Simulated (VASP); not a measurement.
# HC12 in VASP: notebook

Runs on HC12. Level: LDA. Tasks: single point.

Everything below comes from runs of VASP 6.6.1. Logs are shortened: lines on timing, memory, paths and dates and some standing lists are left out, and cuts for length are marked.

## Step 1: The cell of the first run

The cell holds a slab with vacuum, 26 atoms: a = 4.889 Å, b = 7.202 Å, c = 22.768 Å, α = 90.00°, β = 90.00°, γ = 109.84°.

## Step 2: Single point, LDA

INCAR reads:

```
SYSTEM = HC12
PREC = Accurate
ENCUT = 520
EDIFF = 1E-6
ISMEAR = 0
SIGMA = 0.05
LREAL = Auto
LASPH = .True.
NELM = 100
ALGO = Normal
ISIF = 2
LWAVE = .False.
LCHARG = .False.
LDIPOL = .True.
IDIPOL = 3
DIPOL = 0.5 0.5 0.294
GGA = CA
NBANDS = 68
```

KPOINTS reads:

```
Automatic mesh
0
Gamma
  6 4 1
  0 0 0
```

POSCAR reads:

```
HC12
1.0
    4.8892663280      0.0000000000      0.0000000000
   -2.4446331640      6.7739291692      0.0000000000
    0.0000000000      0.0000000000     22.7684096771
C H
24 2
Direct
    0.4020794403      0.3041588806      0.1756820110
    0.4020794403      0.8041588805      0.1756820110
    0.9020794403      0.3041588806      0.1756820110
    0.9020794403      0.8041588805      0.1756820110
    0.1630408159      0.3260816317      0.2059829668
    0.1630408159      0.8260816317      0.2059829668
    0.6630408159      0.3260816317      0.2059829668
    0.6630408159      0.8260816317      0.2059829668
    0.1846395683      0.3692791367      0.2666259491
    0.1846395683      0.8692791367      0.2666259491
    0.6846395683      0.3692791367      0.2666259491
    0.6846395683      0.8692791367      0.2666259491
    0.4461625696      0.3923265051      0.2960492075
    0.4461625696      0.8923265051      0.2960492075
    0.9461625696      0.3923265051      0.2960492075
    0.9461625696      0.8923265051      0.2960492075
    0.4715644646      0.4431294558      0.3591099590
    0.4715644646      0.9431294558      0.3591099590
    0.9715644646      0.4431294558      0.3591099590
    0.9715644646      0.9431294558      0.3591099590
    0.2327030006      0.4654044969      0.3851129614
    0.2327030006      0.9654044969      0.3851129614
    0.7327030006      0.4654044969      0.3851129614
    0.7327030006      0.9654044969      0.3851129614
    0.2327030006      0.8370293867      0.4470408703
    0.2327030006      1.0937796070      0.4470408703
```

Potentials or basis: VASP PAW LDA potentials, release 64 (C, H).

The run is started by

```bash
$ cat potpaw_LDA.64/C/POTCAR potpaw_LDA.64/H/POTCAR > POTCAR
$ mpirun -np 1 vasp_std > vasp.out
```

OUTCAR:

```text
SYSTEM = HC12
   PREC = Accurate
   ENCUT = 520
   EDIFF = 1E-6
   ISMEAR = 0
   LREAL = Auto
   LASPH = .True.
   NELM = 100
   ISIF = 2
   GGA = CA

 ion  position               nearest neighbor table
   1  0.402  0.304  0.176-   5 1.41   7 1.41
   2  0.402  0.804  0.176-   8 1.41   6 1.41
   3  0.902  0.304  0.176-   7 1.41   5 1.41
   4  0.902  0.804  0.176-   6 1.41   8 1.41
   5  0.163  0.326  0.206-   1 1.41   3 1.41   9 1.41
   6  0.163  0.826  0.206-   4 1.41   2 1.41  10 1.41
   7  0.663  0.326  0.206-   3 1.41   1 1.41  11 1.41
   8  0.663  0.826  0.206-   2 1.41   4 1.41  12 1.41
   9  0.185  0.369  0.267-  13 1.40  15 1.40   5 1.41
  10  0.185  0.869  0.267-  14 1.40  16 1.40   6 1.41
[... 8 lines left out ...]
  19  0.972  0.443  0.359-  23 1.37  21 1.37  15 1.48
  20  0.972  0.943  0.359-  24 1.37  22 1.37  16 1.48
  21  0.233  0.465  0.385-  17 1.37  19 1.37
  22  0.233  0.965  0.385-  18 1.37  20 1.37
  23  0.733  0.465  0.385-  19 1.37  17 1.37
  24  0.733  0.965  0.385-  20 1.37  18 1.37
  25  0.233  0.837  0.447-
  26  0.233  0.094  0.447-

  LATTYP: Found a base centered orthorhombic cell.
 ALAT       =     4.8892663280
 B/A-ratio  =     2.7709389159
 C/A-ratio  =     4.6568151845

  Lattice vectors:

 A1 = (   2.4446331640,  -6.7739291692,   0.0000000000)
 A2 = (   2.4446331640,   6.7739291692,   0.0000000000)
 A3 = (   0.0000000000,   0.0000000000,  22.7684096771)

Analysis of symmetry for initial positions (statically):
=====================================================================
 Subroutine PRICEL returns:
 Original cell was already a primitive cell.

 Routine SETGRP: Setting up the symmetry group for a
 base centered orthorhombic supercell.

 Subroutine GETGRP returns: Found  1 space group operations
 (whereof  1 operations were pure point group operations)
 out of a pool of  8 trial point group operations.

The static configuration has the point symmetry C_1 .

Analysis of symmetry for dynamics (positions and initial velocities):
=====================================================================
 Subroutine PRICEL returns:
 Original cell was already a primitive cell.

 Routine SETGRP: Setting up the symmetry group for a
 base centered orthorhombic supercell.

 Subroutine GETGRP returns: Found  1 space group operations
 (whereof  1 operations were pure point group operations)
 out of a pool of  8 trial point group operations.

The dynamic configuration has the point symmetry C_1 .

 Subroutine INISYM returns: Found  1 space group operations
 (whereof  1 operations are pure point group operations),
 and found     1 'primitive' translations

----------------------------------------------------------------------------------------

                                     Primitive cell

  volume of cell :     754.0793

  direct lattice vectors                    reciprocal lattice vectors
     4.889266328  0.000000000  0.000000000     0.204529664  0.073812405  0.000000000
    -2.444633164  6.773929169  0.000000000     0.000000000  0.147624809  0.000000000
     0.000000000  0.000000000 22.768409677     0.000000000  0.000000000  0.043920503

  length of vectors
     4.889266328  7.201551756 22.768409677     0.217441152  0.147624809  0.043920503

  position of ions in fractional coordinates (direct lattice)
     0.402079440  0.304158881  0.175682011
     0.402079440  0.804158880  0.175682011
     0.902079440  0.304158881  0.175682011
     0.902079440  0.804158880  0.175682011
     0.163040816  0.326081632  0.205982967
     0.163040816  0.826081632  0.205982967
[... 18 lines left out ...]
     0.232703001  0.837029387  0.447040870
     0.232703001  0.093779607  0.447040870

  ion indices of the primitive-cell ions
   primitive index   ion index
                 1           1
                 2           2
                 3           3
                 4           4
                 5           5
[... 54 lines left out ...]
|                                                                             |
|        The reciprocal lattice is base centered orthorhombic,                |
|        whereas your k-lattice is simple monoclinic.                         |
|                                                                             |
|     Results are often still useful ...                                      |
|                                                                             |
 -----------------------------------------------------------------------------

 WARNING: IBZKPT: internal override: KBLOWUP is changed to .FALSE.
      ... skipping the blow-up phase ...

 Subroutine IBZKPT returns following result:
 ===========================================

 Found     14 irreducible k-points:

 Following reciprocal coordinates:
            Coordinates               Weight
  0.000000  0.000000  0.000000      1.000000
  0.166667  0.000000  0.000000      2.000000
  0.333333  0.000000  0.000000      2.000000
  0.500000  0.000000  0.000000      1.000000
  0.000000  0.250000  0.000000      2.000000
  0.166667  0.250000  0.000000      2.000000
  0.333333  0.250000  0.000000      2.000000
  0.500000  0.250000  0.000000      2.000000
 -0.333333  0.250000  0.000000      2.000000
 -0.166667  0.250000  0.000000      2.000000
  0.000000  0.500000  0.000000      1.000000
  0.166667  0.500000  0.000000      2.000000
  0.333333  0.500000  0.000000      2.000000
  0.500000  0.500000  0.000000      1.000000
   k-points           NKPTS =     14   k-points in BZ     NKDIM =     14   number of bands    NBANDS=     68
   number of dos      NEDOS =    301   number of ions     NIONS =     26
   total plane-waves  NPLWV = 349920
   dimension x,y,z NGX =    36 NGY =   54 NGZ =  180
   dimension x,y,z NGXF=    72 NGYF=  108 NGZF=  360
   ions per type =              24   2
   NGX,Y,Z   is equivalent  to a cutoff of  12.24, 12.47, 13.14 a.u.
   NGXF,Y,Z  is equivalent  to a cutoff of  24.48, 24.93, 26.29 a.u.
 SYSTEM =  HC12
   PREC   = accura    normal or accurate (medium, high low for compatibility)
   ISTART =      0    job   : 0-new  1-cont  2-samecut
   ICHARG =      2    charge: 1-file 2-atom 10-const
   ISPIN  =      1    spin polarized calculation?
   LNONCOLLINEAR =      F non collinear calculations
   LSORBIT =      F    spin-orbit coupling
   LASPH  =      T    aspherical Exc in radial PAW
   ENCUT  =  520.0 eV  38.22 Ry    6.18 a.u.   9.09 13.39 42.33*2*pi/ulx,y,z
   NELM   =    100;   NELMIN=  2; NELMDL= -5     # of ELM steps
   EDIFF  = 0.1E-05   stopping-criterion for ELM
   LREAL  =      T    real-space projection
   EDIFFG = 0.1E-04   stopping-criterion for IOM
   NSW    =      0    number of steps for IOM
   IBRION =     -1    ionic relax: 0-MD 1-quasi-New 2-CG
   NFREE  =      0    steps in history (QN), initial steepest desc. (CG)
   ISIF   =      2    stress and relaxation
   ISYM   =      2    0-nonsym 1-usesym 2-fastsym
   POTIM  = 0.5000    time-step for ionic-motion
   TEBEG  =    0.0;   TEEND  =   0.0 temperature during run
   PSTRESS=    0.0 pullay stress
   NELECT =      98.0000    total number of electrons
   NUPDOWN=      -1.0000    fix difference up-down
   EMIN   =  10.00;   EMAX   =-10.00  energy-range for DOS
   EFERMI =   0.00;   METHOD = LEGACY
   ISMEAR =     0;   SIGMA  =   0.05  broadening in eV -4-tet -1-fermi 0-gaus
   EFERMI_NEDOS =   21; number of points for ismear=-14 and -15
   IALGO  =     38    algorithm
   IMIX   =      4    mixing-type and parameters
     AMIX     =   0.40;   BMIX     =  1.00
     AMIX_MAG =   1.60;   BMIX_MAG =  1.00
  volume/ion in A,a.u.               =      29.00       195.72
  Fermi-wavevector in a.u.,A,eV,Ry     =   0.829235  1.567028  9.355793  0.687631
  Thomas-Fermi vector in A             =   1.941748
   LORBIT       =      0    0 simple, 1 ext, 2 COOP (PROOUT), +10 PAW based schemes
   GGA     = CA    functional components
   LHFCALC =     F    Hartree Fock is set to
   AEXX    =    0.0000 exact exchange contribution
   IVDW    =     0    specifies the selected vdW correction
   LEPSILON=     F    determine dielectric tensor
   LRPA    =     F    only Hartree local field effects (RPA)
 non-spin polarized calculation
 Gauss-broadening in eV      SIGMA  =   0.05
  energy-cutoff  :      520.00
  volume of cell :      754.08
 maximum number of plane-waves:     20327
   NGX = 19   NGY = 27   NGZ = 85

 dipolmoment           0.000000      0.000000      0.041833 electrons x Angstroem

 number of electron      98.0000001 magnetization

 dipolmoment           0.000000      0.000000     -0.283605 electrons x Angstroem

 Free energy of the ion-electron system (eV)
  ---------------------------------------------------
  ext. energy  EPLUGINS =         0.00000000
  ---------------------------------------------------
  free energy    TOTEN  =      -221.15418282 eV

  energy without entropy =     -221.13290697  energy(sigma->0) =     -221.14354489

 E-fermi :  -3.2636     XC(G=0):  -3.9078

 val. band max:       -3.2717949794   @ k =   0.5000   0.0000   0.0000
 cond. band min:      -3.2587053042   @ k =   0.5000   0.2500   0.0000
 fundamental gap:      0.0130896752
 Fermi energy:        -3.2636456743

 k-point     1 :       0.0000    0.0000    0.0000
  band No.  band energies     occupation
      1     -22.1539      2.00000
      2     -21.8239      2.00000
      3     -20.4643      2.00000
      4     -20.1754      2.00000
      5     -18.0079      2.00000
      6     -17.7990      2.00000
[... 885 lines left out ...]
     60       2.1865      0.00000
     61       2.4865      0.00000
 [bands above 61 left out]

------------------------ aborting loop because EDIFF is reached ----------------------------------------

 vacuum level on the upper side and lower side of the slab       (xc-potential included)        -0.886         0.624

  FORCE on cell =-STRESS in cart. coord.  units (eV):
  Direction    XX          YY          ZZ          XY          YZ          ZX
  --------------------------------------------------------------------------------------
  -------------------------------------------------------------------------------------
  Total        5.0276899     -4.5232503     -4.7543907      1.6386080      0.3571700      0.0162540
  in kB       10.6822324     -9.6104597    -10.1015590      3.4815178      0.7588720      0.0345346
  external PRESSURE =      -3.0099288 kB  Pullay stress =       0.0000000 kB

 VOLUME and BASIS-vectors are now :
 -----------------------------------------------------------------------------
  energy-cutoff  :      520.00
  volume of cell :      754.08
      direct lattice vectors                 reciprocal lattice vectors
     4.889266328  0.000000000  0.000000000     0.204529664  0.073812405  0.000000000
    -2.444633164  6.773929169  0.000000000     0.000000000  0.147624809  0.000000000
     0.000000000  0.000000000 22.768409677     0.000000000  0.000000000  0.043920503

 POSITION                                       TOTAL-FORCE (eV/Angst)
 -----------------------------------------------------------------------------------
      1.22232      2.06035      4.00000         0.022902      0.314540      1.858468
      0.00000      5.44732      4.00000         0.305238      0.328139      2.061756
      3.66695      2.06035      4.00000        -0.023584      0.341177      1.849667
      2.44463      5.44732      4.00000        -0.307692      0.425235      2.065066
      0.00000      2.20885      4.68990        -0.005933     -0.747525     -3.516569
     -1.22232      5.59582      4.68990        -0.005828     -0.830416     -3.813636
[... 18 lines left out ...]
     -0.90848      5.66998     10.17841        -0.779209      1.181025     -2.513821
      0.90849      0.63526     10.17841         0.840284     -1.508302     -3.022502
 -----------------------------------------------------------------------------------
    total drift:                               -0.010007      0.011010      0.023544

  FREE ENERGIE OF THE ION-ELECTRON SYSTEM (eV)
  ---------------------------------------------------
  free  energy   TOTEN  =      -221.1541828222 eV

  energy  without entropy=     -221.1329069663  energy(sigma->0) =     -221.14354489

 vacuum level on the upper side and lower side of the slab         2.102         3.643
```

Run time: 42 min. Hardware: 1 thread of Intel Xeon Platinum 8488C (Sapphire Rapids), shared host; peak memory 0.8 GiB.

What came out:

| Quantity | Value |
| --- | --- |
| Free energy | -221.1542 eV |
| Largest force | 7.169 eV/Å |
| Band gap on the k mesh | zero (filled and empty bands touch) |

Forces in eV/Å, atoms in the order of the input:
```
C    0.023  0.315  1.858
C    0.305  0.328  2.062
C   -0.024  0.341  1.850
C   -0.308  0.425  2.065
C   -0.006 -0.748 -3.517
C   -0.006 -0.830 -3.814
C    0.017 -0.729 -3.431
C    0.012 -0.648 -3.164
C   -0.036  0.385  1.524
C   -0.050  0.341  1.291
C    0.038  0.387  1.486
C    0.039  0.300  1.203
C    0.032  0.046  0.139
C    0.272  0.395  0.817
C   -0.030  0.052  0.077
C   -0.264  0.065  0.820
C    0.028 -0.028 -0.333
C    2.120  0.125 -1.682
C    0.006 -0.130 -0.428
C   -2.112 -0.692 -1.564
C   -0.101  0.219  0.575
C   -0.248  0.190  7.162
C    0.052  0.128  0.322
C    0.178  0.090  0.220
H   -0.779  1.181 -2.514
H    0.840 -1.508 -3.023
```

## Step 3: Single point, LDA

INCAR reads:

```
SYSTEM = HC12
ALGO = Normal
DIPOL = 0.5 0.5 0.292
EDIFF = 1E-7
ENCUT = 520
GGA = CA
IDIPOL = 3
ISIF = 2
ISMEAR = 0
LASPH = .True.
LCHARG = .True.
LDIPOL = .True.
LELF = .True.
LREAL = Auto
LVACPOTAV = .True.
LVHAR = .True.
LWAVE = .False.
NBANDS = 68
NELM = 80
PREC = Accurate
SIGMA = 0.05
```

KPOINTS reads:

```
k-points
0
Gamma
  6 4 1
  0 0 0
```

Edit POSCAR of step 2 so:

```diff
@@ -32,3 +32,3 @@
     0.7327030006      0.9654044969      0.3851129614
-    0.2327030006      0.8370293867      0.4470408703
-    0.2327030006      1.0937796070      0.4470408703
+    0.2327030006      0.7814163725      0.4189317485
+    0.2327030006      1.1493926212      0.4189317485
```

Potentials or basis: VASP PAW LDA potentials, release 64 (C, H).

The run is started by

```bash
$ cat potpaw_LDA.64/C/POTCAR potpaw_LDA.64/H/POTCAR > POTCAR
$ mpirun -np 1 vasp_std > vasp.out
```

Run time: 35 min. Hardware: 1 thread of Intel Xeon Platinum 8488C (Sapphire Rapids), shared host; peak memory 0.8 GiB.

Results (log left out):

```yaml
Free_energy: -222.0022 eV
Largest_force: 6.418 eV/Å
```

Forces in eV/Å, atoms in the order of the input:
```
C    0.007  0.327  1.855
C    0.253  0.327  1.966
C   -0.015  0.313  1.857
C   -0.263  0.386  1.987
C   -0.012 -0.751 -3.542
C   -0.001 -0.795 -3.671
C    0.033 -0.726 -3.452
C    0.011 -0.648 -3.235
C   -0.063  0.404  1.557
C   -0.061  0.393  1.394
C    0.056  0.387  1.459
C    0.052  0.257  1.193
C    0.113  0.030  0.128
C    0.561  0.189  0.755
C   -0.107  0.018  0.059
C   -0.590 -0.042  0.758
C    0.115 -0.036 -0.537
C    2.598  0.411 -2.576
C   -0.041 -0.289 -0.766
C   -2.486 -1.118 -2.528
C   -0.293  0.659  1.125
C   -0.740  1.160  6.269
C    0.112  0.190  0.238
C    0.262  0.127 -0.347
H   -1.370  1.888 -0.805
H    1.870 -3.060 -1.139
```

Levels at points of the mesh, in eV from the Fermi level:
```csv
k point,band 45,band 46,band 47,band 48,band 49,band 50,band 51,band 52,band 53,band 54
"(0.00, 0.00, 0.00)",-0.59,-0.43,-0.28,-0.27,-0.23,0.11,0.29,0.67,0.71,0.76
"(0.50, 0.00, 0.00)",-1.38,-0.17,-0.14,-0.09,-0.07,0.01,0.08,0.10,1.17,2.77
"(0.00, 0.50, 0.00)",-0.43,-0.41,-0.34,-0.28,-0.26,0.23,0.39,0.52,0.84,0.84
"(0.50, 0.50, 0.00)",-1.41,-0.30,-0.13,-0.11,-0.02,0.01,0.09,0.11,1.31,2.71
```

## Step 4: Single point, LDA

INCAR reads:

```
PREC = Accurate
ENCUT = 520
EDIFF = 1E-7
ISMEAR = 0
SIGMA = 0.05
LREAL = Auto
LASPH = True
NELM = 60
ALGO = Normal
ISIF = 2
LWAVE = False
LCHARG = True
LDIPOL = True
IDIPOL = 3
DIPOL = 0.5 0.5 0.298
GGA = CA
LELF = True
LVHAR = True
LVACPOTAV = True
NBANDS = 68
```

KPOINTS reads:

```
Automatic mesh
0
Gamma
  6 4 1
```

Edit POSCAR of step 3 so:

```diff
@@ -32,3 +32,3 @@
     0.7327030006      0.9654044969      0.3851129614
-    0.2327030006      0.7814163725      0.4189317485
-    0.2327030006      1.1493926212      0.4189317485
+    0.2327030006      0.9015988039      0.4993062686
+    0.2327030006      1.0292101898      0.4993062686
```

The run is started by

```bash
$ cat potpaw_LDA.64/C/POTCAR potpaw_LDA.64/H/POTCAR > POTCAR
$ mpirun -np 1 vasp_std > vasp.out
```

It took 17 min on 1 thread of Intel Xeon 6975P-C (Granite Rapids), shared host; peak memory 0.8 GiB.

Results (log left out):

| Property | Result |
| --- | --- |
| Free energy | -221.2234 eV |
| Largest force | 3.563 eV/Å |
| Band gap on the k mesh | zero (band 49 reaches -3.52 eV, above the bottom of band 50 at -3.57 eV) |

Forces on the atoms (eV/Å):
```
C    0.001  0.302  1.841
C    0.041  0.287  1.767
C    0.003  0.300  1.835
C   -0.037  0.287  1.767
C    0.002 -0.707 -3.491
C   -0.001 -0.704 -3.411
C   -0.003 -0.707 -3.492
C    0.000 -0.684 -3.359
C   -0.001  0.393  1.553
C   -0.003  0.381  1.488
C   -0.004  0.392  1.551
C   -0.002  0.392  1.536
C    0.003 -0.011  0.014
C   -0.049  0.017  0.059
C    0.000  0.004  0.013
C    0.052  0.016  0.059
C    0.002 -0.071 -0.092
C    0.036 -0.052  0.032
C    0.002 -0.068 -0.099
C   -0.033 -0.058  0.026
C   -0.006  0.092  0.194
C   -0.008  0.023 -0.160
C    0.000  0.088  0.176
C    0.001  0.093  0.334
H   -0.984  2.766 -0.055
H    0.986 -2.773 -0.087
```

Levels at points of the mesh, in eV from the Fermi level:
```
           k point  band 45  band 46  band 47  band 48  band 49  band 50  band 51  band 52  band 53  band 54
(0.00, 0.00, 0.00)    -0.48    -0.43    -0.26    -0.25    -0.18     0.31     0.38     0.43     0.77     0.78
(0.50, 0.00, 0.00)    -1.43    -0.15    -0.13    -0.06    -0.03     0.03     0.03     0.13     0.14     2.78
(0.00, 0.50, 0.00)    -0.43    -0.38    -0.32    -0.26    -0.25     0.36     0.42     0.58     0.65     0.89
(0.50, 0.50, 0.00)    -1.43    -0.15    -0.13    -0.06    -0.03     0.03     0.03     0.13     0.14     2.78
```
